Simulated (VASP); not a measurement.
Write the native input for VASP 6.6.1 that does the following.

* Task: single point
* Functional: RPBE
* Dispersion: D3(BJ)
* Potentials or basis: VASP PAW PBE potentials, release 64 (Ta_pv, As)
* Cutoff: 520 eV
* k mesh: 11 × 11 × 11
* Occupations: fermi-dirac, width 0.05 eV
* Spin: no spin polarisation
* Dipole correction: no
* Further INCAR settings: ALGO = Normal; EDIFF = 1e-07; NBANDS = 24

The structure of TaAs lies in POSCAR:

```
TaAs
1.0
   -1.6607237542      1.6607237542      5.3284471228
    1.6607237542     -1.6607237542      5.3284471228
    1.6607237542      1.6607237542     -5.3284471228
Ta As
2 2
Direct
    0.5028032428      0.5028032428      0.0000000000
    0.2528032428      0.7528032428      0.5000000000
    0.0797961772      0.0797961772      0.0000000000
    0.8297961772      0.3297961772      0.5000000000
```

One way to write it, as run:

INCAR

```
PREC = Accurate
ENCUT = 520
EDIFF = 1E-7
ISMEAR = -1
SIGMA = 0.05
LREAL = False
LASPH = True
NELM = 80
ALGO = Normal
ISIF = 2
LWAVE = False
LCHARG = False
GGA = RP
IVDW = 12
NBANDS = 24
```

KPOINTS

```
regular mesh
0
Gamma
  11 11 11
```

Potentials or basis: VASP PAW PBE potentials, release 64 (Ta_pv, As).

The run is started by

```sh
$ cat potpaw_PBE.64/Ta_pv/POTCAR potpaw_PBE.64/As/POTCAR > POTCAR
$ mpirun -np 1 vasp_std > vasp.out
```

Results of the run:

- Pressure: 1.0 GPa
- Largest force: 0.008 eV/Å
- Band gap on the k mesh: zero (band 16 reaches 8.85 eV, above the bottom of band 17 at 8.83 eV)
- Dispersion energy per atom: -4.225 eV

Caveat: the PAW data sets were made with another functional, which shifts forces and pressure a little; spin-orbit coupling is left out, which moves the levels of the heavy elements; pairwise dispersion overbinds metals, which lowers pressure and volume.

It took 5.2 min on 1 thread of AMD EPYC 9R14 (Zen 4), with other jobs on the host, peak memory 0.39 GiB.
